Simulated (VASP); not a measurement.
# LiF (Fm-3m) in VASP: a series of runs

Aim: see how the results for LiF move with the level of theory and the settings. Levels: PBE-based screened hybrid with 25 % exact exchange, PBEsol. Tasks: single point.

Everything below comes from runs of VASP 6.6.1. Logs are shortened: lines on timing, memory, paths and dates and some standing lists are left out, and cuts for length are marked.

### Step 1. The cell of the first run

The structure is cubic, space group Fm-3m (No. 225). The conventional cell has a = 4.028 Å, b = 4.028 Å, c = 4.028 Å, α = 90.00°, β = 90.00°, γ = 90.00°. Within 2.7 Å of F (site symmetry m-3m) lie 6 Li at 2.01 Å. Li (site symmetry m-3m) has 6 F at 2.01 Å within 2.7 Å.

### Step 2. Single point, PBE-based screened hybrid with 25 % exact exchange

File POSCAR:

```
LiF
1.0
    0.0000000000      2.0140000000      2.0140000000
    2.0140000000      0.0000000000      2.0140000000
    2.0140000000      2.0140000000      0.0000000000
F Li
1 1
Direct
    0.5000000000      0.5000000000      0.5000000000
    0.0000000000      0.0000000000      0.0000000000
```

File INCAR.step1:

```
SYSTEM = LiF
PREC     = Accurate       ! precision mode
ENCUT    = 520            ! plane-wave cutoff, eV
EDIFF    = 1E-5           ! SCF threshold, eV
ISMEAR   = -1             ! smearing method
SIGMA    = 0.1            ! smearing width, eV
LREAL    = .FALSE.        ! projectors in reciprocal space
LASPH    = .TRUE.         ! aspherical terms in the spheres
NELM     = 60             ! most SCF steps
ALGO     = Normal         ! electronic algorithm
ISIF     = 2              ! what is computed and relaxed
LWAVE    = .TRUE.         ! write WAVECAR
LCHARG   = .FALSE.        ! write CHGCAR
NBANDS   = 12             ! bands
GGA      = PE             ! functional
```

File INCAR.step2:

```
SYSTEM = LiF
PREC     = Accurate       ! precision mode
ENCUT    = 520            ! plane-wave cutoff, eV
EDIFF    = 1E-7           ! SCF threshold, eV
ISMEAR   = -1             ! smearing method
SIGMA    = 0.1            ! smearing width, eV
LREAL    = .FALSE.        ! projectors in reciprocal space
LASPH    = .TRUE.         ! aspherical terms in the spheres
NELM     = 60             ! most SCF steps
ALGO     = Normal         ! electronic algorithm
ISIF     = 2              ! what is computed and relaxed
LWAVE    = .FALSE.        ! write WAVECAR
LCHARG   = .FALSE.        ! write CHGCAR
GGA      = PE             ! functional
LHFCALC  = .TRUE.         ! exact exchange
AEXX     = 0.25           ! exact-exchange fraction
HFSCREEN = 0.3            ! screening, 1/A
PRECFOCK = Normal       
NBANDS   = 12             ! bands
ISTART   = 1
```

File KPOINTS:

```
Automatic mesh
0
G
  6 6 6
  0 0 0
```

Potentials or basis: VASP PAW PBE potentials, release 64 (F, Li_sv).

Launch:

```sh
> cat potpaw_PBE.64/F/POTCAR potpaw_PBE.64/Li_sv/POTCAR > POTCAR
> cp INCAR.step1 INCAR
> mpirun -np 1 vasp_std > vasp.out
> cp INCAR.step2 INCAR
> mpirun -np 1 vasp_std > vasp.out
```

OUTCAR:

```text
SYSTEM = LiF
   PREC = Accurate
   ENCUT = 520
   EDIFF = 1E-7
   ISMEAR = -1
   LREAL = .FALSE.
   LASPH = .TRUE.
   NELM = 60
   ISIF = 2
   GGA = PE
   LHFCALC = .TRUE.
   AEXX = 0.25
   HFSCREEN = 0.3
   PRECFOCK = Normal
   ISTART = 1

 ion  position               nearest neighbor table
   1  0.500  0.500  0.500-   2 2.01   2 2.01   2 2.01   2 2.01   2 2.01   2 2.01
   2  0.000  0.000  0.000-   1 2.01   1 2.01   1 2.01   1 2.01   1 2.01   1 2.01

  LATTYP: Found a face centered cubic cell.
 ALAT       =     4.0280000000

  Lattice vectors:

 A1 = (   0.0000000000,   2.0140000000,   2.0140000000)
 A2 = (   2.0140000000,   0.0000000000,   2.0140000000)
 A3 = (   2.0140000000,   2.0140000000,   0.0000000000)

Analysis of symmetry for initial positions (statically):
=====================================================================
 Subroutine PRICEL returns:
 Original cell was already a primitive cell.

 Routine SETGRP: Setting up the symmetry group for a
 face centered cubic supercell.

 Subroutine GETGRP returns: Found 48 space group operations
 (whereof 48 operations were pure point group operations)
 out of a pool of 48 trial point group operations.

The static configuration has the point symmetry O_h .

Analysis of symmetry for dynamics (positions and initial velocities):
=====================================================================
 Subroutine PRICEL returns:
 Original cell was already a primitive cell.

 Routine SETGRP: Setting up the symmetry group for a
 face centered cubic supercell.

 Subroutine GETGRP returns: Found 48 space group operations
 (whereof 48 operations were pure point group operations)
 out of a pool of 48 trial point group operations.

The dynamic configuration has the point symmetry O_h .

 Subroutine INISYM returns: Found 48 space group operations
 (whereof 48 operations are pure point group operations),
 and found     1 'primitive' translations

----------------------------------------------------------------------------------------

                                     Primitive cell

  volume of cell :      16.3384

  direct lattice vectors                    reciprocal lattice vectors
     0.000000000  2.014000000  2.014000000    -0.248262165  0.248262165  0.248262165
     2.014000000  0.000000000  2.014000000     0.248262165 -0.248262165  0.248262165
     2.014000000  2.014000000  0.000000000     0.248262165  0.248262165 -0.248262165

  length of vectors
     2.848226115  2.848226115  2.848226115     0.430002683  0.430002683  0.430002683

  position of ions in fractional coordinates (direct lattice)
     0.500000000  0.500000000  0.500000000
     0.000000000  0.000000000  0.000000000

  ion indices of the primitive-cell ions
   primitive index   ion index
                 1           1
                 2           2

----------------------------------------------------------------------------------------

 KPOINTS: Automatic mesh

Automatic generation of k-mesh.
 Grid dimensions read from file:
 generate k-points for:    6    6    6

 Generating k-lattice:

  Cartesian coordinates                     Fractional coordinates (reciprocal lattice)
    -0.041377027  0.041377027  0.041377027     0.166666667  0.000000000  0.000000000
     0.041377027 -0.041377027  0.041377027     0.000000000  0.166666667  0.000000000
     0.041377027  0.041377027 -0.041377027     0.000000000  0.000000000  0.166666667

  Length of vectors
     0.071667114  0.071667114  0.071667114

  Shift w.r.t. Gamma in fractional coordinates (k-lattice)
     0.000000000  0.000000000  0.000000000

 Subroutine IBZKPT returns following result:
 ===========================================

 Found     16 irreducible k-points:

 Following reciprocal coordinates:
            Coordinates               Weight
  0.000000  0.000000  0.000000      1.000000
  0.166667  0.000000  0.000000      8.000000
  0.333333  0.000000  0.000000      8.000000
  0.500000  0.000000  0.000000      4.000000
  0.166667  0.166667  0.000000      6.000000
  0.333333  0.166667  0.000000     24.000000
[... 8 lines left out ...]
 -0.333333  0.333333  0.166667     24.000000
 -0.333333  0.500000  0.166667     12.000000
   k-points           NKPTS =     16   k-points in BZ     NKDIM =    216   number of bands    NBANDS=     12
   number of dos      NEDOS =    301   number of ions     NIONS =      2
   total plane-waves  NPLWV =  13824
   dimension x,y,z NGX =    24 NGY =   24 NGZ =   24
   dimension x,y,z NGXF=    48 NGYF=   48 NGZF=   48
   ions per type =               1   1
   NGX,Y,Z   is equivalent  to a cutoff of  14.01, 14.01, 14.01 a.u.
   NGXF,Y,Z  is equivalent  to a cutoff of  28.02, 28.02, 28.02 a.u.
 SYSTEM =  LiF
   PREC   = accura    normal or accurate (medium, high low for compatibility)
   ISTART =      1    job   : 0-new  1-cont  2-samecut
   ICHARG =      0    charge: 1-file 2-atom 10-const
   ISPIN  =      1    spin polarized calculation?
   LNONCOLLINEAR =      F non collinear calculations
   LSORBIT =      F    spin-orbit coupling
   LASPH  =      T    aspherical Exc in radial PAW
   ENCUT  =  520.0 eV  38.22 Ry    6.18 a.u.   5.30  5.30  5.30*2*pi/ulx,y,z
   NELM   =     60;   NELMIN=  2; NELMDL=  0     # of ELM steps
   EDIFF  = 0.1E-06   stopping-criterion for ELM
   LREAL  =      F    real-space projection
   EDIFFG = 0.1E-05   stopping-criterion for IOM
   NSW    =      0    number of steps for IOM
   IBRION =     -1    ionic relax: 0-MD 1-quasi-New 2-CG
   NFREE  =      0    steps in history (QN), initial steepest desc. (CG)
   ISIF   =      2    stress and relaxation
   ISYM   =      3    0-nonsym 1-usesym 2-fastsym
   POTIM  = 0.5000    time-step for ionic-motion
   TEBEG  =    0.0;   TEEND  =   0.0 temperature during run
   PSTRESS=    0.0 pullay stress
   NELECT =      10.0000    total number of electrons
   NUPDOWN=      -1.0000    fix difference up-down
   EMIN   =  10.00;   EMAX   =-10.00  energy-range for DOS
   EFERMI =   0.00;   METHOD = LEGACY
   ISMEAR =    -1;   SIGMA  =   0.10  broadening in eV -4-tet -1-fermi 0-gaus
   EFERMI_NEDOS =   21; number of points for ismear=-14 and -15
   IALGO  =     38    algorithm
   IMIX   =      1    mixing-type and parameters
     AMIX     =   0.40;   BMIX     =  1.00
     AMIX_MAG =   1.60;   BMIX_MAG =  1.00
  volume/ion in A,a.u.               =       8.17        55.13
  Fermi-wavevector in a.u.,A,eV,Ry     =   1.389970  2.626662 26.286674  1.932016
  Thomas-Fermi vector in A             =   2.513950
   LORBIT       =      0    0 simple, 1 ext, 2 COOP (PROOUT), +10 PAW based schemes
   GGA     = PE    functional components
   LHFCALC =     T    Hartree Fock is set to
   PRECFOCK=normal    Normal, Fast or Accurate (Low or Medium for compatibility)
   ENCUT4O =  -1.0   cutoff for four orbital integrals eV
   NKREDX  =     1    reduce k-point grid by
   NKREDY  =     1    reduce k-point grid by
   NKREDZ  =     1    reduce k-point grid by
   AEXX    =    0.2500 exact exchange contribution
   HFSCREEN=    0.3000 screening length (either q_TF or 0.3 A-1)
   HFSCREENC=   0.3000 screening length for correlation (either q_TF or 0.3 A-1)
   ENCUTFOCK=  -1.0 apply spherical cutoff to Coloumb kernel
   IVDW    =     0    specifies the selected vdW correction
   LEPSILON=     F    determine dielectric tensor
   LRPA    =     F    only Hartree local field effects (RPA)
 non-spin polarized calculation
  energy-cutoff  :      520.00
  volume of cell :       16.34
 maximum number of plane-waves:       459
 NGX is ok and might be reduce to    24
  NGX = 16; NGY = 16; NGZ = 16

 number of electron       9.9999992 magnetization

 Free energy of the ion-electron system (eV)
  ---------------------------------------------------
  ext. energy  EPLUGINS =         0.00000000
  ---------------------------------------------------
  free energy    TOTEN  =       -11.19872316 eV

  energy without entropy =      -11.19872316  energy(sigma->0) =      -11.19872316

 E-fermi :  -0.2521     XC(G=0):  -8.3175

 val. band max:       -2.5623545970   @ k =   0.0000   0.0000   0.0000
 cond. band min:       8.5353118961   @ k =   0.0000   0.0000   0.0000
 fundamental gap:     11.0976664932
 Fermi energy:        -0.2520678664

 k-point     1 :       0.0000    0.0000    0.0000
  band No.  band energies     occupation
      1     -45.5201      2.00000
      2     -24.1140      2.00000
      3      -2.5624      2.00000
      4      -2.5624      2.00000
      5      -2.5624      2.00000
      6       8.5353      0.00000
      7      23.7196      0.00000
      8      23.7196      0.00000
      9      23.7196      0.00000
     10      23.9564      0.00000
     11      23.9564      0.00000
     12      23.9564      0.00000

 k-point     2 :       0.1667    0.0000    0.0000
  band No.  band energies     occupation
      1     -45.5052      2.00000
      2     -24.0057      2.00000
      3      -3.3093      2.00000
      4      -2.6267      2.00000
      5      -2.6267      2.00000
      6       9.2724      0.00000
      7      19.1684      0.00000
      8      21.3862      0.00000
      9      21.3862      0.00000
     10      25.6985      0.00000
     11      25.9093      0.00000
     12      25.9093      0.00000

 k-point     3 :       0.3333    0.0000    0.0000
  band No.  band energies     occupation
      1     -45.4753      2.00000
      2     -23.7780      2.00000
      3      -4.6123      2.00000
      4      -2.7504      2.00000
      5      -2.7504      2.00000
      6      10.1739      0.00000
      7      16.7733      0.00000
      8      19.2884      0.00000
      9      19.2884      0.00000
     10      27.9996      0.00000
     11      28.7990      0.00000
     12      28.7990      0.00000
[... 166 lines left out ...]
 k-point    15 :      -0.3333    0.3333    0.1667
  band No.  band energies     occupation
      1     -45.4476      2.00000
      2     -23.4766      2.00000
      3      -4.8629      2.00000
      4      -4.2808      2.00000
      5      -3.2267      2.00000
      6      13.1103      0.00000
      7      15.0268      0.00000
      8      18.2429      0.00000
      9      18.9762      0.00000
     10      26.9348      0.00000
     11      27.7658      0.00000
     12      35.4002      0.00000

 k-point    16 :      -0.3333    0.5000    0.1667
  band No.  band energies     occupation
      1     -45.4435      2.00000
      2     -23.4075      2.00000
      3      -5.2004      2.00000
      4      -4.1785      2.00000
      5      -3.4587      2.00000
      6      14.5555      0.00000
      7      15.0129      0.00000
      8      17.1042      0.00000
      9      19.2621      0.00000
     10      23.6713      0.00000
     11      31.3356      0.00000
     12      33.9261      0.00000

------------------------ aborting loop because EDIFF is reached ----------------------------------------

  FORCE on cell =-STRESS in cart. coord.  units (eV):
  Direction    XX          YY          ZZ          XY          YZ          ZX
  --------------------------------------------------------------------------------------
  -------------------------------------------------------------------------------------
  Total       -0.1007186     -0.1007186     -0.1007186      0.0000000     -0.0000000      0.0000000
  in kB       -9.8766980     -9.8766980     -9.8766980      0.0000000     -0.0000000      0.0000000
  external PRESSURE =      -9.8766980 kB  Pullay stress =       0.0000000 kB

 VOLUME and BASIS-vectors are now :
 -----------------------------------------------------------------------------
  energy-cutoff  :      520.00
  volume of cell :       16.34
      direct lattice vectors                 reciprocal lattice vectors
     0.000000000  2.014000000  2.014000000    -0.248262165  0.248262165  0.248262165
     2.014000000  0.000000000  2.014000000     0.248262165 -0.248262165  0.248262165
     2.014000000  2.014000000  0.000000000     0.248262165  0.248262165 -0.248262165

 POSITION                                       TOTAL-FORCE (eV/Angst)
 -----------------------------------------------------------------------------------
      2.01400      2.01400      2.01400         0.000000      0.000000      0.000000
      0.00000      0.00000      0.00000        -0.000000     -0.000000     -0.000000
 -----------------------------------------------------------------------------------
    total drift:                               -0.000001     -0.000002     -0.000002

  FREE ENERGIE OF THE ION-ELECTRON SYSTEM (eV)
  ---------------------------------------------------
  free  energy   TOTEN  =       -11.1987231621 eV

  energy  without entropy=      -11.1987231620  energy(sigma->0) =      -11.19872316
```

Wall time 3.7 min (1 thread of Intel Xeon 8259CL, shared host); peak memory 0.23 GiB.

What came out:

* Free energy: -11.1987 eV
* Band gap on the k mesh: 11.10 eV

Caveat: the k points lie up to 0.45 Å⁻¹ apart; the cutoff is under 1.25 times the usual one of these potentials, so pressure, stress and relaxed cells hold a basis-set (Pulay) error; the PAW data sets were made with another functional, which shifts forces and pressure a little.

### Step 3. Single point, PBEsol

This run uses another cell than the first one, of 8.33 Å³/atom.

File INCAR:

```
ALGO = Normal
EDIFF = 1E-6
ENCUT = 520
GGA = PS
ISIF = 2
ISMEAR = -1
LASPH = True
LCHARG = False
LREAL = False
LWAVE = False
NBANDS = 12
NELM = 60
PREC = Accurate
SIGMA = 0.05
```

File KPOINTS:

```
k-points
0
Gamma
  11 11 11
```

File POSCAR:

```
LiF
1.0
    0.0000000000      2.0273381371      2.0273381371
    2.0273381371      0.0000000000      2.0273381371
    2.0273381371      2.0273381371      0.0000000000
F Li
1 1
Direct
    0.5000000000      0.5000000000      0.5000000000
    0.0000000000      0.0000000000      0.0000000000
```

Potentials or basis: VASP PAW PBE potentials, release 64 (F, Li_sv).

Launch:

```sh
> cat potpaw_PBE.64/F/POTCAR potpaw_PBE.64/Li_sv/POTCAR > POTCAR
> mpirun -np 1 vasp_std > vasp.out
```

It took 6.4 s on 1 thread of Intel Xeon 8259CL, shared host; peak memory 0.13 GiB.

It converged, with:

```yaml
Free_energy: -9.8490 eV
Band_gap_on_the_k_mesh: 8.74 eV
```

Levels at points of the mesh, in eV from the valence-band top:
| k point | band 1 | band 2 | band 3 | band 4 | band 5 | band 6 | band 7 | band 8 | band 9 | band 10 |
| --- | --- | --- | --- | --- | --- | --- | --- | --- | --- | --- |
| (0.00, 0.00, 0.00) | -40.25 | -19.81 | 0.00 | 0.00 | 0.00 | 8.74 | 23.58 | 23.58 | 23.58 | 23.92 |

Caveat: the cutoff is under 1.25 times the usual one of these potentials, so pressure, stress and relaxed cells hold a basis-set (Pulay) error; the PAW data sets were made with another functional, which shifts forces and pressure a little; an odd mesh through Γ misses points on the zone boundary, where band edges can lie.
